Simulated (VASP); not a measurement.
# SnO2 (P4_2/mnm) in VASP: further runs, part 2 of 2

VASP 6.6.1. The steps go on from the part before.

**3. Single point, PBEsol (11.68 Å³/atom)**

This run uses another cell than the first one, of 11.68 Å³/atom.

Input file INCAR:

```
PREC     = Accurate       # precision mode
ENCUT    = 520            # plane-wave cutoff, eV
EDIFF    = 1E-6           # SCF threshold, eV
ISMEAR   = -1             # smearing method
SIGMA    = 0.05           # smearing width, eV
LREAL    = F              # projectors in reciprocal space
LASPH    = T              # aspherical terms in the spheres
NELM     = 80             # most SCF steps
ALGO     = Normal         # electronic algorithm
ISIF     = 2              # what is computed and relaxed
LWAVE    = F              # write WAVECAR
LCHARG   = F              # write CHGCAR
GGA      = PS             # functional
NBANDS   = 35             # bands
```

Input file KPOINTS:

```
Automatic mesh
0
Gamma
  6 6 8
```

Input file POSCAR:

```
SnO2
1.0
    4.7062003841      0.0000000000      0.0000000000
    0.0000000000      4.7062003841      0.0000000000
    0.0000000000      0.0000000000      3.1651134496
Sn O
2 4
Direct
    0.5000000000      0.5000000000      0.5000000000
    0.0000000000      0.0000000000      0.0000000000
    0.8071000000      0.1929000000      0.5000000000
    0.6929000000      0.6929000000      0.0000000000
    0.1929000000      0.8071000000      0.5000000000
    0.3071000000      0.3071000000      0.0000000000
```

Potentials or basis: VASP PAW PBE potentials, release 64 (Sn_d, O).

Started as:

```
cat potpaw_PBE.64/Sn_d/POTCAR potpaw_PBE.64/O/POTCAR > POTCAR
mpirun -np 1 vasp_std > vasp.out
```

Wall time 50 s (1 thread of AMD EPYC 9R45 (Zen 5), shared host); peak memory 0.2 GiB.

The run converged. Its results:

| Quantity | Value |
| --- | --- |
| Free energy | -39.5648 eV |
| Pressure | 10.2 GPa |
| Largest force | 0.316 eV/Å |
| Band gap on the k mesh | 1.41 eV |

Forces on the atoms (eV/Å):
```
Sn   0.000  0.000  0.000
Sn   0.000  0.000  0.000
O   -0.223  0.223  0.000
O    0.223  0.223  0.000
O    0.223 -0.223  0.000
O   -0.223 -0.223  0.000
```

Stress tensor (GPa, compression positive):
```
 8.90  0.00  0.00
 0.00  8.90  0.00
 0.00  0.00 12.67
```

Levels at points of the mesh, in eV from the valence-band top:
```csv
k point,band 24,band 25,band 26,band 27,band 28,band 29
"(0.00, 0.00, 0.00)",-0.81,-0.81,0.00,1.41,6.22,6.28
"(0.50, 0.00, 0.00)",-1.20,-0.66,-0.66,4.58,4.58,7.04
"(0.50, 0.50, 0.00)",-1.32,-0.93,-0.93,4.98,4.98,7.53
"(0.00, 0.00, 0.50)",-1.75,-1.31,-1.31,6.39,6.39,9.74
"(0.50, 0.00, 0.50)",-1.16,-0.69,-0.69,6.68,6.68,8.08
"(0.50, 0.50, 0.50)",-1.01,-0.87,-0.87,5.02,5.02,8.79
```

Caveat: the cell stands under pressure; the PAW data sets were made with another functional, which shifts forces and pressure a little; spin-orbit coupling is left out, which moves the levels of the heavy elements.

**4. Single point, PBEsol**

This run uses another cell than the first one, of 11.92 Å³/atom.

Input file INCAR:

```
SYSTEM = SnO2
PREC = Accurate
ENCUT = 520
EDIFF = 1E-6
ISMEAR = -1
SIGMA = 0.05
LREAL = .False.
LASPH = .True.
NELM = 100
ALGO = Normal
ISIF = 2
LWAVE = .False.
LCHARG = .False.
GGA = PS
NBANDS = 35
```

Input file KPOINTS:

```
regular mesh
0
Gamma
  6 6 8
  0 0 0
```

Edit POSCAR of step 3 so:

```diff
@@ -2,5 +2,5 @@
 1.0
-    4.7062003841      0.0000000000      0.0000000000
-    0.0000000000      4.7062003841      0.0000000000
-    0.0000000000      0.0000000000      3.1651134496
+    4.7380000000      0.0000000000      0.0000000000
+    0.0000000000      4.7380000000      0.0000000000
+    0.0000000000      0.0000000000      3.1865000000
 Sn O
```

Potentials or basis: VASP PAW PBE potentials, release 64 (Sn_d, O).

Started as:

```
cat potpaw_PBE.64/Sn_d/POTCAR potpaw_PBE.64/O/POTCAR > POTCAR
mpirun -np 1 vasp_std > vasp.out
```

OUTCAR:

```text
SYSTEM = SnO2
   PREC = Accurate
   ENCUT = 520
   EDIFF = 1E-6
   ISMEAR = -1
   LREAL = .False.
   LASPH = .True.
   NELM = 100
   ISIF = 2
   GGA = PS

 ion  position               nearest neighbor table
   1  0.500  0.500  0.500-   4 2.05   6 2.05   4 2.05   6 2.05   5 2.06   3 2.06   2 3.71   2 3.71
                             2 3.71   2 3.71   2 3.71   2 3.71   2 3.71   2 3.71
   2  0.000  0.000  0.000-   3 2.05   5 2.05   3 2.05   5 2.05   4 2.06   6 2.06   1 3.71   1 3.71
                             1 3.71   1 3.71   1 3.71   1 3.71   1 3.71   1 3.71
   3  0.807  0.193  0.500-   2 2.05   2 2.05   1 2.06
[... 1125 lines left out ...]
  Total        2.0581118      2.0581118      3.0842850      0.0000000      0.0000000      0.0000000
  in kB       46.0973017     46.0973017     69.0813868      0.0000000      0.0000000      0.0000000
  external PRESSURE =      53.7586634 kB  Pullay stress =       0.0000000 kB

 VOLUME and BASIS-vectors are now :
 -----------------------------------------------------------------------------
  energy-cutoff  :      520.00
  volume of cell :       71.53
      direct lattice vectors                 reciprocal lattice vectors
     4.738000000  0.000000000  0.000000000     0.211059519  0.000000000  0.000000000
     0.000000000  4.738000000  0.000000000     0.000000000  0.211059519  0.000000000
     0.000000000  0.000000000  3.186500000     0.000000000  0.000000000  0.313823945

 POSITION                                       TOTAL-FORCE (eV/Angst)
 -----------------------------------------------------------------------------------
      2.36900      2.36900      1.59325         0.000000      0.000000      0.000000
      0.00000      0.00000      0.00000         0.000000      0.000000      0.000000
      3.82404      0.91396      1.59325        -0.161768      0.161768      0.000000
      3.28296      3.28296      0.00000         0.161768      0.161768      0.000000
      0.91396      3.82404      1.59325         0.161768     -0.161768      0.000000
      1.45504      1.45504      0.00000        -0.161768     -0.161768     -0.000000
 -----------------------------------------------------------------------------------
    total drift:                               -0.000000      0.000000      0.000000

  FREE ENERGIE OF THE ION-ELECTRON SYSTEM (eV)
  ---------------------------------------------------
  free  energy   TOTEN  =       -39.6360959011 eV

  energy  without entropy=      -39.6360958120  energy(sigma->0) =      -39.63609586
```

Run time: 46 s. Hardware: 1 thread of AMD EPYC 9R45 (Zen 5), shared host; peak memory 0.2 GiB.

Results:

```yaml
Free_energy: -39.6361 eV
Pressure: 5.4 GPa
Largest_force: 0.229 eV/Å
Band_gap_on_the_k_mesh: 1.18 eV
```

Forces on the atoms (eV/Å):
```
Sn   0.000  0.000  0.000
Sn   0.000  0.000  0.000
O   -0.162  0.162  0.000
O    0.162  0.162  0.000
O    0.162 -0.162  0.000
O   -0.162 -0.162  0.000
```

Stress tensor (GPa, compression positive):
```
4.61 0.00 0.00
0.00 4.61 0.00
0.00 0.00 6.91
```

Levels at points of the mesh, in eV from the valence-band top:
```
           k point  band 23  band 24  band 25  band 26  band 27  band 28  band 29  band 30
(0.00, 0.00, 0.00)    -1.25    -0.80    -0.80     0.00     1.18     6.03     6.17     6.17
(0.50, 0.00, 0.00)    -1.21    -1.21    -0.65    -0.65     4.36     4.36     6.92     6.92
(0.50, 0.50, 0.00)    -1.33    -1.33    -0.91    -0.91     4.75     4.75     7.38     7.38
(0.00, 0.00, 0.50)    -1.69    -1.69    -1.28    -1.28     6.15     6.15     9.59     9.59
(0.50, 0.00, 0.50)    -1.12    -1.12    -0.71    -0.71     6.43     6.43     7.90     7.90
(0.50, 0.50, 0.50)    -0.99    -0.99    -0.85    -0.85     4.81     4.81     8.69     8.69
```

Caveat: the cell stands under pressure; the PAW data sets were made with another functional, which shifts forces and pressure a little; spin-orbit coupling is left out, which moves the levels of the heavy elements.

**5. Overview**

```csv
cell,gap on the mesh (eV),pressure (GPa),largest force (eV/Å)
"a = 4.674, b = 4.674, c = 3.143 Å, 6 atoms",1.66,15.4,0.41
"a = 4.706, b = 4.706, c = 3.165 Å, 6 atoms",1.41,10.2,0.32
"a = 4.738, b = 4.738, c = 3.187 Å, 6 atoms",1.18,5.4,0.23
```

Alike in all rows: task single point; level PBEsol; potentials or basis VASP PAW PBE potentials, release 64 (Sn_d, O); no spin polarisation; k mesh 6 × 6 × 8; cutoff (eV) 520; smearing fermi-dirac 0.05 eV.

Caveats: the PAW data sets were made with another functional, which shifts forces and pressure a little; spin-orbit coupling is left out, which moves the levels of the heavy elements; the cell stands under pressure (at least some runs); the stress differs along the axes, from 14 to 19 GPa (at least some runs).

Absolute energies hang on the potentials; compare differences alone.
